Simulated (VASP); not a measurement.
# PbSe (Fm-3m) in VASP: a series of runs

Runs on PbSe. Level: PBEsol. Tasks: single point.

Everything below comes from runs of VASP 6.6.1. Logs are shortened: lines on timing, memory, paths and dates and some standing lists are left out, and cuts for length are marked.

## 1. The cell of the first run

Symmetry: Fm-3m, No. 225, cubic system. Conventional cell: a = 6.143 Å, b = 6.143 Å, c = 6.143 Å, α = 90.00°, β = 90.00°, γ = 90.00°. Within 4.0 Å of Pb (site symmetry m-3m) lie 6 Se at 3.07 Å. Within 4.0 Å of Se (site symmetry m-3m) lie 6 Pb at 3.07 Å.

## 2. Single point, PBEsol (28.98 Å³/atom)

Input file INCAR:

```
SYSTEM = PbSe
ALGO = Normal ; EDIFF = 1E-7
ENCUT = 520 ; GGA = PS
ISIF = 2 ; ISMEAR = 0
LASPH = .TRUE. ; LCHARG = .FALSE.
LREAL = .FALSE. ; LWAVE = .FALSE.
NBANDS = 17 ; NELM = 80
PREC = Accurate ; SIGMA = 0.05
```

Input file KPOINTS:

```
k-points
0
G
  10 10 10
  0 0 0
```

Input file POSCAR:

```
PbSe
1.0
    0.0000000000      3.0716811050      3.0716811050
    3.0716811050      0.0000000000      3.0716811050
    3.0716811050      3.0716811050      0.0000000000
Pb Se
1 1
Direct
    0.5000000000      0.5000000000      0.5000000000
    0.0000000000      0.0000000000      0.0000000000
```

Potentials or basis: VASP PAW PBE potentials, release 64 (Pb_d, Se).

Started as:

```console
cat potpaw_PBE.64/Pb_d/POTCAR potpaw_PBE.64/Se/POTCAR > POTCAR
mpirun -np 1 vasp_std > vasp.out
```

OUTCAR:

```text
SYSTEM = PbSe
   EDIFF = 1E-7
   ENCUT = 520
   GGA = PS
   ISIF = 2
   ISMEAR = 0
   LASPH = .TRUE.
   LREAL = .FALSE.
   NELM = 80
   PREC = Accurate

 ion  position               nearest neighbor table
   1  0.500  0.500  0.500-   2 3.07   2 3.07   2 3.07   2 3.07   2 3.07   2 3.07
   2  0.000  0.000  0.000-   1 3.07   1 3.07   1 3.07   1 3.07   1 3.07   1 3.07

  LATTYP: Found a face centered cubic cell.
 ALAT       =     6.1433622100

  Lattice vectors:

 A1 = (   0.0000000000,   3.0716811050,   3.0716811050)
 A2 = (   3.0716811050,   0.0000000000,   3.0716811050)
 A3 = (   3.0716811050,   3.0716811050,   0.0000000000)

Analysis of symmetry for initial positions (statically):
=====================================================================
 Subroutine PRICEL returns:
 Original cell was already a primitive cell.

 Routine SETGRP: Setting up the symmetry group for a
 face centered cubic supercell.

 Subroutine GETGRP returns: Found 48 space group operations
 (whereof 48 operations were pure point group operations)
 out of a pool of 48 trial point group operations.

The static configuration has the point symmetry O_h .

Analysis of symmetry for dynamics (positions and initial velocities):
=====================================================================
 Subroutine PRICEL returns:
 Original cell was already a primitive cell.

 Routine SETGRP: Setting up the symmetry group for a
 face centered cubic supercell.

 Subroutine GETGRP returns: Found 48 space group operations
 (whereof 48 operations were pure point group operations)
 out of a pool of 48 trial point group operations.

The dynamic configuration has the point symmetry O_h .

 Subroutine INISYM returns: Found 48 space group operations
 (whereof 48 operations are pure point group operations),
 and found     1 'primitive' translations

----------------------------------------------------------------------------------------

                                     Primitive cell

  volume of cell :      57.9640

  direct lattice vectors                    reciprocal lattice vectors
     0.000000000  3.071681105  3.071681105    -0.162777314  0.162777314  0.162777314
     3.071681105  0.000000000  3.071681105     0.162777314 -0.162777314  0.162777314
     3.071681105  3.071681105  0.000000000     0.162777314  0.162777314 -0.162777314

  length of vectors
     4.344013078  4.344013078  4.344013078     0.281938578  0.281938578  0.281938578

  position of ions in fractional coordinates (direct lattice)
     0.500000000  0.500000000  0.500000000
     0.000000000  0.000000000  0.000000000

  ion indices of the primitive-cell ions
   primitive index   ion index
                 1           1
                 2           2

----------------------------------------------------------------------------------------

 KPOINTS: k-points

Automatic generation of k-mesh.
 Grid dimensions read from file:
 generate k-points for:   10   10   10

 Generating k-lattice:

  Cartesian coordinates                     Fractional coordinates (reciprocal lattice)
    -0.016277731  0.016277731  0.016277731     0.100000000  0.000000000  0.000000000
     0.016277731 -0.016277731  0.016277731     0.000000000  0.100000000  0.000000000
     0.016277731  0.016277731 -0.016277731     0.000000000  0.000000000  0.100000000

  Length of vectors
     0.028193858  0.028193858  0.028193858

  Shift w.r.t. Gamma in fractional coordinates (k-lattice)
     0.000000000  0.000000000  0.000000000

 Subroutine IBZKPT returns following result:
 ===========================================

 Found     47 irreducible k-points:

 Following reciprocal coordinates:
            Coordinates               Weight
  0.000000  0.000000  0.000000      1.000000
  0.100000  0.000000  0.000000      8.000000
  0.200000  0.000000  0.000000      8.000000
  0.300000  0.000000  0.000000      8.000000
  0.400000  0.000000  0.000000      8.000000
  0.500000  0.000000  0.000000      4.000000
[... 16 lines left out ...]
  0.300000  0.300000  0.000000      6.000000
  0.400000  0.300000  0.000000     24.000000
 [... further k-points ...]
   k-points           NKPTS =     47   k-points in BZ     NKDIM =     47   number of bands    NBANDS=     17
   number of dos      NEDOS =    301   number of ions     NIONS =      2
   total plane-waves  NPLWV =  32768
   dimension x,y,z NGX =    32 NGY =   32 NGZ =   32
   dimension x,y,z NGXF=    64 NGYF=   64 NGZF=   64
   ions per type =               1   1
   NGX,Y,Z   is equivalent  to a cutoff of  12.25, 12.25, 12.25 a.u.
   NGXF,Y,Z  is equivalent  to a cutoff of  24.49, 24.49, 24.49 a.u.
 SYSTEM =  PbSe
   PREC   = accura    normal or accurate (medium, high low for compatibility)
   ISTART =      0    job   : 0-new  1-cont  2-samecut
   ICHARG =      2    charge: 1-file 2-atom 10-const
   ISPIN  =      1    spin polarized calculation?
   LNONCOLLINEAR =      F non collinear calculations
   LSORBIT =      F    spin-orbit coupling
   LASPH  =      T    aspherical Exc in radial PAW
   ENCUT  =  520.0 eV  38.22 Ry    6.18 a.u.   8.08  8.08  8.08*2*pi/ulx,y,z
   NELM   =     80;   NELMIN=  2; NELMDL= -5     # of ELM steps
   EDIFF  = 0.1E-06   stopping-criterion for ELM
   LREAL  =      F    real-space projection
   EDIFFG = 0.1E-05   stopping-criterion for IOM
   NSW    =      0    number of steps for IOM
   IBRION =     -1    ionic relax: 0-MD 1-quasi-New 2-CG
   NFREE  =      0    steps in history (QN), initial steepest desc. (CG)
   ISIF   =      2    stress and relaxation
   ISYM   =      2    0-nonsym 1-usesym 2-fastsym
   POTIM  = 0.5000    time-step for ionic-motion
   TEBEG  =    0.0;   TEEND  =   0.0 temperature during run
   PSTRESS=    0.0 pullay stress
   NELECT =      20.0000    total number of electrons
   NUPDOWN=      -1.0000    fix difference up-down
   EMIN   =  10.00;   EMAX   =-10.00  energy-range for DOS
   EFERMI =   0.00;   METHOD = LEGACY
   ISMEAR =     0;   SIGMA  =   0.05  broadening in eV -4-tet -1-fermi 0-gaus
   EFERMI_NEDOS =   21; number of points for ismear=-14 and -15
   IALGO  =     38    algorithm
   IMIX   =      4    mixing-type and parameters
     AMIX     =   0.40;   BMIX     =  1.00
     AMIX_MAG =   1.60;   BMIX_MAG =  1.00
  volume/ion in A,a.u.               =      28.98       195.58
  Fermi-wavevector in a.u.,A,eV,Ry     =   1.148238  2.169856 17.938618  1.318451
  Thomas-Fermi vector in A             =   2.284914
   LORBIT       =      0    0 simple, 1 ext, 2 COOP (PROOUT), +10 PAW based schemes
   GGA     = PS    functional components
   LHFCALC =     F    Hartree Fock is set to
   AEXX    =    0.0000 exact exchange contribution
   IVDW    =     0    specifies the selected vdW correction
   LEPSILON=     F    determine dielectric tensor
   LRPA    =     F    only Hartree local field effects (RPA)
 non-spin polarized calculation
 Gauss-broadening in eV      SIGMA  =   0.05
  energy-cutoff  :      520.00
  volume of cell :       57.96
 maximum number of plane-waves:      1588
   NGX = 17   NGY = 17   NGZ = 17

 number of electron      19.9999996 magnetization

 Free energy of the ion-electron system (eV)
  ---------------------------------------------------
  ext. energy  EPLUGINS =         0.00000000
  ---------------------------------------------------
  free energy    TOTEN  =        -8.91331226 eV

  energy without entropy =       -8.91331148  energy(sigma->0) =       -8.91331187

 E-fermi :   4.8877     XC(G=0):  -9.6696

 val. band max:        4.7685499470   @ k =   0.5000   0.0000   0.0000
 cond. band min:       5.0067868919   @ k =   0.5000   0.0000   0.0000
 fundamental gap:      0.2382369449
 Fermi energy:         4.8876684006

 k-point     1 :       0.0000    0.0000    0.0000
  band No.  band energies     occupation
      1     -11.9501      2.00000
      2     -11.9501      2.00000
      3     -11.9501      2.00000
      4     -11.9479      2.00000
      5     -11.9479      2.00000
      6      -8.7368      2.00000
[... 9 lines left out ...]
     16      11.2494      0.00000
     17      12.8132      0.00000

 k-point     2 :       0.1000    0.0000    0.0000
  band No.  band energies     occupation
      1     -11.9508      2.00000
      2     -11.9508      2.00000
      3     -11.9498      2.00000
      4     -11.9466      2.00000
      5     -11.9466      2.00000
      6      -8.6614      2.00000
[... 9 lines left out ...]
     16      11.4762      0.00000
     17      13.5955      0.00000

 k-point     3 :       0.2000    0.0000    0.0000
  band No.  band energies     occupation
      1     -11.9566      2.00000
      2     -11.9566      2.00000
      3     -11.9489      2.00000
      4     -11.9386      2.00000
      5     -11.9386      2.00000
      6      -8.4469      2.00000
[... 9 lines left out ...]
     16      12.0521      0.00000
     17      15.0277      0.00000

 k-point     4 :       0.3000    0.0000    0.0000
  band No.  band energies     occupation
      1     -11.9639      2.00000
      2     -11.9639      2.00000
      3     -11.9481      2.00000
      4     -11.9287      2.00000
      5     -11.9287      2.00000
      6      -8.1356      2.00000
[... 9 lines left out ...]
     16      12.9273      0.00000
     17      16.3784      0.00000
[... 343 lines left out ...]
      1     -11.9700      2.00000
      2     -11.9625      2.00000
      3     -11.9453      2.00000
      4     -11.9341      2.00000
      5     -11.9274      2.00000
      6      -8.0234      2.00000
[... 9 lines left out ...]
     16      14.2070      0.00000
     17      14.8872      0.00000

 k-point    23 :       0.3000    0.3000    0.0000
  band No.  band energies     occupation
      1     -12.0159      2.00000
      2     -11.9619      2.00000
      3     -11.9358      2.00000
      4     -11.9220      2.00000
      5     -11.9220      2.00000
      6      -7.9120      2.00000
[... 9 lines left out ...]
     16      14.7735      0.00000
     17      15.2638      0.00000

 k-point    24 :       0.4000    0.3000    0.0000
  band No.  band energies     occupation
      1     -12.0325      2.00000
      2     -11.9618      2.00000
      3     -11.9371      2.00000
      4     -11.9174      2.00000
      5     -11.9149      2.00000
      6      -7.6692      2.00000
[... 9 lines left out ...]
     16      15.4644      0.00000
     17      16.1816      0.00000

 [... further k-points ...]

------------------------ aborting loop because EDIFF is reached ----------------------------------------

  FORCE on cell =-STRESS in cart. coord.  units (eV):
  Direction    XX          YY          ZZ          XY          YZ          ZX
  --------------------------------------------------------------------------------------
  -------------------------------------------------------------------------------------
  Total       -0.3691598     -0.3691598     -0.3691598      0.0000000      0.0000000     -0.0000000
  in kB      -10.2039092    -10.2039092    -10.2039092      0.0000000      0.0000000     -0.0000000
  external PRESSURE =     -10.2039092 kB  Pullay stress =       0.0000000 kB

 VOLUME and BASIS-vectors are now :
 -----------------------------------------------------------------------------
  energy-cutoff  :      520.00
  volume of cell :       57.96
      direct lattice vectors                 reciprocal lattice vectors
     0.000000000  3.071681105  3.071681105    -0.162777314  0.162777314  0.162777314
     3.071681105  0.000000000  3.071681105     0.162777314 -0.162777314  0.162777314
     3.071681105  3.071681105  0.000000000     0.162777314  0.162777314 -0.162777314

 POSITION                                       TOTAL-FORCE (eV/Angst)
 -----------------------------------------------------------------------------------
      3.07168      3.07168      3.07168        -0.000000     -0.000000      0.000000
      0.00000      0.00000      0.00000         0.000000      0.000000     -0.000000
 -----------------------------------------------------------------------------------
    total drift:                                0.000000     -0.000000      0.000000

  FREE ENERGIE OF THE ION-ELECTRON SYSTEM (eV)
  ---------------------------------------------------
  free  energy   TOTEN  =        -8.9133122564 eV

  energy  without entropy=       -8.9133114827  energy(sigma->0) =       -8.91331187
```

It took 90 s on 1 thread of Intel Xeon 8259CL, shared host; peak memory 0.17 GiB.

What came out:

```
Free energy            : -8.9133 eV
Pressure               : -1.0 GPa
Band gap on the k mesh : 0.24 eV
```

Levels at points of the mesh, in eV from the valence-band top:
```
           k point  band 6  band 7  band 8  band 9  band 10  band 11  band 12  band 13  band 14  band 15
(0.00, 0.00, 0.00)  -13.51   -6.34   -1.81   -1.81    -1.81     4.66     4.66     4.66     6.48     6.48
(0.50, 0.00, 0.00)  -12.45   -8.76   -1.41   -1.41     0.00     0.24     1.68     1.68     8.41    10.08
(0.50, 0.50, 0.00)  -12.09   -7.38   -4.92   -3.17    -3.17     3.64     5.55     5.55     5.97    11.28
```

Caveat: the PAW data sets were made with another functional, which shifts forces and pressure a little; spin-orbit coupling is left out, which moves the levels of the heavy elements.

[end of part 1 of 2]
